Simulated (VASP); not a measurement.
A run of VASP 6.6.1 is set up as follows.

Contents of POSCAR:

```
In
1.0
    3.3354847820      0.0000000000      0.0000000000
   -1.6677423910      2.8886145552      0.0000000000
    0.0000000000      0.0000000000      5.5091429200
In
2
Direct
    0.6666666667      0.3333333333      0.7500000000
    0.3333333333      0.6666666667      0.2500000000
```

INCAR.step1

```
  ALGO = Normal
  EDIFF = 1E-5
  ENCUT = 520
  GGA = PE
  ISIF = 2
  ISMEAR = -1
  LASPH = True
  LCHARG = False
  LREAL = False
  LWAVE = True
  NBANDS = 20
  NELM = 60
  PREC = Accurate
  SIGMA = 0.05
```

The input INCAR.step2:

```
  AEXX = 0.25
  ALGO = Normal
  EDIFF = 1E-7
  ENCUT = 520
  ISIF = 2
  ISMEAR = -1
  ISTART = 1
  LASPH = True
  LCHARG = False
  LHFCALC = True
  LMIXTAU = True
  LREAL = False
  LWAVE = False
  METAGGA = R2SCAN
  NBANDS = 20
  NELM = 60
  PREC = Accurate
  PRECFOCK = Normal
  SIGMA = 0.05
```

File KPOINTS:

```
k-points
0
Gamma
  5 5 3
```

Potentials or basis: VASP PAW PBE potentials, release 64 (In_d).

Launch:

```bash
$ cat potpaw_PBE.64/In_d/POTCAR > POTCAR
$ cp INCAR.step1 INCAR
$ mpirun -np 1 vasp_std > vasp.out
$ cp INCAR.step2 INCAR
$ mpirun -np 1 vasp_std > vasp.out
```

(1) Estimate the band gap on the k mesh.

(2) Estimate the pressure.

Results:

(1) zero (bands 13 and 14 overlap by 3.23 eV).

(2) -1.1 GPa.

Caveat: the k points lie up to 0.44 Å⁻¹ apart, too coarse for converged energies and pressures of a metal; the PAW data sets were made with another functional, which shifts forces and pressure a little; spin-orbit coupling is left out, which moves the levels of the heavy elements.
